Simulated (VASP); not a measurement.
# CoO (Pm-3m) in VASP: a series of runs

Runs on CoO. Level: PBE. Tasks: single point, relaxation of cell and atoms.

Everything below comes from runs of VASP 6.6.1. Logs are shortened: lines on timing, memory, paths and dates and some standing lists are left out, and cuts for length are marked.

### 1 The cell of the first run

It takes space group Pm-3m (No. 221, cubic). Conventional cell: a = 2.616 Å, b = 2.616 Å, c = 2.616 Å, α = 90.00°, β = 90.00°, γ = 90.00°. Within 3.0 Å of Co (site symmetry m-3m) lie 8 O at 2.27 Å and 6 Co at 2.62 Å. O (site symmetry m-3m) has 8 Co at 2.27 Å and 6 O at 2.62 Å within 3.0 Å.

### 2 Single point, PBE, collinear spin, ferromagnetic start

INCAR reads:

```
SYSTEM = CoO
ALGO = Normal ; EDIFF = 1E-7
ENCUT = 520 ; GGA = PE
ISIF = 2 ; ISMEAR = 0
ISPIN = 2 ; LASPH = .TRUE.
LCHARG = .TRUE. ; LELF = .TRUE.
LMAXMIX = 4 ; LORBIT = 11
LREAL = .FALSE. ; LVHAR = .TRUE.
LWAVE = .FALSE. ; MAGMOM = 2.73 0.53
NBANDS = 18 ; NELM = 150
PREC = Accurate ; SIGMA = 0.1
```

KPOINTS reads:

```
k-points
0
G
  8 8 8
  0 0 0
```

POSCAR reads:

```
CoO
1.0
    2.6161540064      0.0000000000      0.0000000000
    0.0000000000      2.6161540064      0.0000000000
    0.0000000000      0.0000000000      2.6161540064
Co O
1 1
Direct
    0.0000000000      0.0000000000      0.0000000000
    0.5000000000      0.5000000000      0.5000000000
```

Potentials or basis: VASP PAW PBE potentials, release 64 (Co, O).

Run with:

```
cat potpaw_PBE.64/Co/POTCAR potpaw_PBE.64/O/POTCAR > POTCAR
mpirun -np 1 vasp_std > vasp.out
```

OUTCAR:

```text
SYSTEM = CoO
   EDIFF = 1E-7
   ENCUT = 520
   GGA = PE
   ISIF = 2
   ISMEAR = 0
   ISPIN = 2
   LASPH = .TRUE.
   LORBIT = 11
   LREAL = .FALSE.
   NELM = 150
   PREC = Accurate

 ion  position               nearest neighbor table
   1  0.000  0.000  0.000-   2 2.27   2 2.27   2 2.27   2 2.27   2 2.27   2 2.27   2 2.27   2 2.27

   2  0.500  0.500  0.500-   1 2.27   1 2.27   1 2.27   1 2.27   1 2.27   1 2.27   1 2.27   1 2.27

  LATTYP: Found a simple cubic cell.
 ALAT       =     2.6161540064

  Lattice vectors:

 A1 = (   2.6161540064,   0.0000000000,   0.0000000000)
 A2 = (   0.0000000000,   2.6161540064,   0.0000000000)
 A3 = (   0.0000000000,   0.0000000000,   2.6161540064)

Analysis of symmetry for initial positions (statically):
=====================================================================
 Subroutine PRICEL returns:
 Original cell was already a primitive cell.

 Routine SETGRP: Setting up the symmetry group for a
 simple cubic supercell.

 Subroutine GETGRP returns: Found 48 space group operations
 (whereof 48 operations were pure point group operations)
 out of a pool of 48 trial point group operations.

The static configuration has the point symmetry O_h .

Analysis of symmetry for dynamics (positions and initial velocities):
=====================================================================
 Subroutine PRICEL returns:
 Original cell was already a primitive cell.

 Routine SETGRP: Setting up the symmetry group for a
 simple cubic supercell.

 Subroutine GETGRP returns: Found 48 space group operations
 (whereof 48 operations were pure point group operations)
 out of a pool of 48 trial point group operations.

The dynamic configuration has the point symmetry O_h .

Analysis of structural, dynamic, and magnetic symmetry:
=====================================================================
 Subroutine PRICEL returns:
 Original cell was already a primitive cell.

 Routine SETGRP: Setting up the symmetry group for a
 simple cubic supercell.

 Subroutine GETGRP returns: Found 48 space group operations
 (whereof 48 operations were pure point group operations)
 out of a pool of 48 trial point group operations.

The overall configuration has the point symmetry O_h .

 Subroutine INISYM returns: Found 48 space group operations
 (whereof 48 operations are pure point group operations),
 and found     1 'primitive' translations

----------------------------------------------------------------------------------------

                                     Primitive cell

  volume of cell :      17.9056

  direct lattice vectors                    reciprocal lattice vectors
     2.616154006  0.000000000  0.000000000     0.382240494  0.000000000  0.000000000
     0.000000000  2.616154006  0.000000000     0.000000000  0.382240494  0.000000000
     0.000000000  0.000000000  2.616154006     0.000000000  0.000000000  0.382240494

  length of vectors
     2.616154006  2.616154006  2.616154006     0.382240494  0.382240494  0.382240494

  position of ions in fractional coordinates (direct lattice)
     0.000000000  0.000000000  0.000000000
     0.500000000  0.500000000  0.500000000

  ion indices of the primitive-cell ions
   primitive index   ion index
                 1           1
                 2           2

----------------------------------------------------------------------------------------

 KPOINTS: k-points

Automatic generation of k-mesh.
 Grid dimensions read from file:
 generate k-points for:    8    8    8

 Generating k-lattice:

  Cartesian coordinates                     Fractional coordinates (reciprocal lattice)
     0.047780062  0.000000000  0.000000000     0.125000000  0.000000000  0.000000000
     0.000000000  0.047780062  0.000000000     0.000000000  0.125000000  0.000000000
     0.000000000  0.000000000  0.047780062     0.000000000  0.000000000  0.125000000

  Length of vectors
     0.047780062  0.047780062  0.047780062

  Shift w.r.t. Gamma in fractional coordinates (k-lattice)
     0.000000000  0.000000000  0.000000000

 Subroutine IBZKPT returns following result:
 ===========================================

 Found     35 irreducible k-points:

 Following reciprocal coordinates:
            Coordinates               Weight
  0.000000  0.000000  0.000000      1.000000
  0.125000  0.000000  0.000000      6.000000
  0.250000  0.000000  0.000000      6.000000
  0.375000  0.000000  0.000000      6.000000
  0.500000  0.000000  0.000000      3.000000
  0.125000  0.125000  0.000000     12.000000
[... 16 lines left out ...]
  0.375000  0.375000  0.125000     24.000000
  0.500000  0.375000  0.125000     24.000000
 [... further k-points ...]
   k-points           NKPTS =     35   k-points in BZ     NKDIM =     35   number of bands    NBANDS=     18
   number of dos      NEDOS =    301   number of ions     NIONS =      2
   total plane-waves  NPLWV =   8000
   dimension x,y,z NGX =    20 NGY =   20 NGZ =   20
   dimension x,y,z NGXF=    40 NGYF=   40 NGZF=   40
   ions per type =               1   1
   NGX,Y,Z   is equivalent  to a cutoff of  12.71, 12.71, 12.71 a.u.
   NGXF,Y,Z  is equivalent  to a cutoff of  25.42, 25.42, 25.42 a.u.
 SYSTEM =  CoO
   PREC   = accura    normal or accurate (medium, high low for compatibility)
   ISTART =      0    job   : 0-new  1-cont  2-samecut
   ICHARG =      2    charge: 1-file 2-atom 10-const
   ISPIN  =      2    spin polarized calculation?
   LNONCOLLINEAR =      F non collinear calculations
   LSORBIT =      F    spin-orbit coupling
   LASPH  =      T    aspherical Exc in radial PAW
   ENCUT  =  520.0 eV  38.22 Ry    6.18 a.u.   4.86  4.86  4.86*2*pi/ulx,y,z
   NELM   =    150;   NELMIN=  2; NELMDL= -5     # of ELM steps
   EDIFF  = 0.1E-06   stopping-criterion for ELM
   LREAL  =      F    real-space projection
   EDIFFG = 0.1E-05   stopping-criterion for IOM
   NSW    =      0    number of steps for IOM
   IBRION =     -1    ionic relax: 0-MD 1-quasi-New 2-CG
   NFREE  =      0    steps in history (QN), initial steepest desc. (CG)
   ISIF   =      2    stress and relaxation
   ISYM   =      2    0-nonsym 1-usesym 2-fastsym
   POTIM  = 0.5000    time-step for ionic-motion
   TEBEG  =    0.0;   TEEND  =   0.0 temperature during run
   PSTRESS=    0.0 pullay stress
   NELECT =      15.0000    total number of electrons
   NUPDOWN=      -1.0000    fix difference up-down
   EMIN   =  10.00;   EMAX   =-10.00  energy-range for DOS
   EFERMI =   0.00;   METHOD = LEGACY
   ISMEAR =     0;   SIGMA  =   0.10  broadening in eV -4-tet -1-fermi 0-gaus
   EFERMI_NEDOS =   21; number of points for ismear=-14 and -15
   IALGO  =     38    algorithm
   IMIX   =      4    mixing-type and parameters
     AMIX     =   0.40;   BMIX     =  1.00
     AMIX_MAG =   1.60;   BMIX_MAG =  1.00
  volume/ion in A,a.u.               =       8.95        60.42
  Fermi-wavevector in a.u.,A,eV,Ry     =   1.543270  2.916358 32.404759  2.381683
  Thomas-Fermi vector in A             =   2.648957
   LORBIT       =     11    0 simple, 1 ext, 2 COOP (PROOUT), +10 PAW based schemes
   GGA     = PE    functional components
   LHFCALC =     F    Hartree Fock is set to
   AEXX    =    0.0000 exact exchange contribution
   IVDW    =     0    specifies the selected vdW correction
   LEPSILON=     F    determine dielectric tensor
   LRPA    =     F    only Hartree local field effects (RPA)
 spin polarized calculation
 Gauss-broadening in eV      SIGMA  =   0.10
  energy-cutoff  :      520.00
  volume of cell :       17.91
 maximum number of plane-waves:       500
 NGX is ok and might be reduce to    20
   NGX =  9   NGY =  9   NGZ =  9

 number of electron      14.9999995 magnetization       3.0004037

 Free energy of the ion-electron system (eV)
  ---------------------------------------------------
  ext. energy  EPLUGINS =         0.00000000
  ---------------------------------------------------
  free energy    TOTEN  =       -12.39538130 eV

  energy without entropy =      -12.38143678  energy(sigma->0) =      -12.38840904

 E-fermi :   8.6767     XC(G=0): -12.9863

 val. band max:        8.6606996169   @ k =   0.5000   0.3750   0.3750
 cond. band min:       8.6768066312   @ k =   0.3750   0.3750   0.2500
 fundamental gap:      0.0161070144
 Fermi energy:         8.6767244093

 spin component 1

 k-point     1 :       0.0000    0.0000    0.0000
  band No.  band energies     occupation
      1     -11.6626      1.00000
      2       4.4104      1.00000
      3       4.4104      1.00000
      4       5.8793      1.00000
      5       5.8793      1.00000
      6       5.8793      1.00000
[... 10 lines left out ...]
     17      40.3592      0.00000
     18      40.3592      0.00000
[... 463 lines left out ...]
 k-point    24 :       0.5000    0.3750    0.1250
  band No.  band energies     occupation
      1      -9.7419      1.00000
      2       1.8886      1.00000
      3       2.5222      1.00000
      4       4.7269      1.00000
      5       5.2175      1.00000
      6       5.6912      1.00000
[... 10 lines left out ...]
     17      38.0660      0.00000
     18      38.3574      0.00000

 [... further k-points ...]

 spin component 2

 k-point     1 :       0.0000    0.0000    0.0000
  band No.  band energies     occupation
      1     -10.9757      1.00000
      2       6.1341      1.00000
      3       6.1342      1.00000
      4       6.6796      1.00000
      5       6.6796      1.00000
      6       6.6796      1.00000
[... 10 lines left out ...]
     17      40.5193      0.00000
     18      40.5193      0.00000
[... 463 lines left out ...]
 k-point    24 :       0.5000    0.3750    0.1250
  band No.  band energies     occupation
      1      -8.9262      1.00000
      2       2.5679      1.00000
      3       3.3577      1.00000
      4       6.1314      1.00000
      5       7.0118      1.00000
      6       8.4765      0.99768
[... 10 lines left out ...]
     17      38.3855      0.00000
     18      38.6447      0.00000

 [... further k-points ...]

------------------------ aborting loop because EDIFF is reached ----------------------------------------

  FORCE on cell =-STRESS in cart. coord.  units (eV):
  Direction    XX          YY          ZZ          XY          YZ          ZX
  --------------------------------------------------------------------------------------
  -------------------------------------------------------------------------------------
  Total       -0.0458579     -0.0458579     -0.0458579     -0.0000000     -0.0000000      0.0000000
  in kB       -4.1033128     -4.1033128     -4.1033128     -0.0000000     -0.0000000      0.0000000
  external PRESSURE =      -4.1033128 kB  Pullay stress =       0.0000000 kB

 VOLUME and BASIS-vectors are now :
 -----------------------------------------------------------------------------
  energy-cutoff  :      520.00
  volume of cell :       17.91
      direct lattice vectors                 reciprocal lattice vectors
     2.616154006  0.000000000  0.000000000     0.382240494  0.000000000  0.000000000
     0.000000000  2.616154006  0.000000000     0.000000000  0.382240494  0.000000000
     0.000000000  0.000000000  2.616154006     0.000000000  0.000000000  0.382240494

 POSITION                                       TOTAL-FORCE (eV/Angst)
 -----------------------------------------------------------------------------------
      0.00000      0.00000      0.00000         0.000000      0.000000      0.000000
      1.30808      1.30808      1.30808         0.000000      0.000000      0.000000
 -----------------------------------------------------------------------------------
    total drift:                                0.000000      0.000000      0.000000

  FREE ENERGIE OF THE ION-ELECTRON SYSTEM (eV)
  ---------------------------------------------------
  free  energy   TOTEN  =       -12.3953812952 eV

  energy  without entropy=      -12.3814367826  energy(sigma->0) =      -12.38840904

 total charge

# of ion       s       p       d       tot
------------------------------------------
    1        0.295   0.348   7.160   7.803
    2        1.581   3.346   0.000   4.928
--------------------------------------------------
tot          1.876   3.695   7.160  12.731

 magnetization (x)

# of ion       s       p       d       tot
------------------------------------------
    1       -0.000   0.003   2.497   2.501
    2        0.019   0.425   0.000   0.444
--------------------------------------------------
tot          0.019   0.429   2.497   2.945
```

It took 13 s on 1 thread of Intel Xeon 6975P-C (Granite Rapids), shared host; peak memory 0.14 GiB.

What came out:

```yaml
Free_energy: -12.3954 eV
Pressure: -0.4 GPa
Band_gap_on_the_k_mesh: zero (filled and empty bands overlap)
Net_moment: 3.00 μB per cell
Site_moments: Co +2.50; O +0.44 μB
Valence_electrons_inside_the_program's_atomic_spheres: Co 7.80; O 4.93
```

Caveat: a cell with one magnetic atom can't hold antiferromagnetic order, which such compounds often take; semilocal functionals often make such compounds metallic where correlation or magnetic order opens a gap, which also shifts bond lengths. With open d or f shells a metallic result of PBE can be an artefact of self-interaction; +U or a hybrid may open a gap.

[end of part 1 of 3]
